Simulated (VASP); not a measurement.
A run of VASP 6.6.1:

INCAR

```
SYSTEM = Ta
  PREC = Accurate
  ENCUT = 520
  EDIFF = 1E-6
  ISMEAR = -1
  SIGMA = 0.05
  LREAL = .FALSE.
  LASPH = .TRUE.
  NELM = 100
  ALGO = Normal
  ISIF = 2
  LWAVE = .FALSE.
  LCHARG = .TRUE.
  GGA = PE
  LELF = .TRUE.
  LVHAR = .TRUE.
  NBANDS = 24
```

The input KPOINTS:

```
Automatic mesh
0
G
  9 9 12
  0 0 0
```

File POSCAR:

```
Ta
1.0
    4.2545524030      0.0000000000      0.0000000000
   -2.1272762015      3.6845504627      0.0000000000
    0.0000000000      0.0000000000      2.4260824066
Ta
3
Direct
    0.0000000000      0.0000000000      0.0000000000
    0.3333333333      0.6666666667      0.5000000000
    0.6666666667      0.3333333333      0.5000000000
```

Potentials or basis: VASP PAW PBE potentials, release 64 (Ta_pv).

Command:

```sh
$ cat potpaw_PBE.64/Ta_pv/POTCAR > POTCAR
$ mpirun -np 1 vasp_std > vasp.out
```

Hardware: 1 thread of Intel Xeon 8259CL (shared host).

Question: How long does it take, and how much memory?

Answer: Run time: 54 s on 1 thread of Intel Xeon 8259CL, with other jobs on the host, peak memory 0.19 GiB. Counts: scf iterations 12, k points 84.
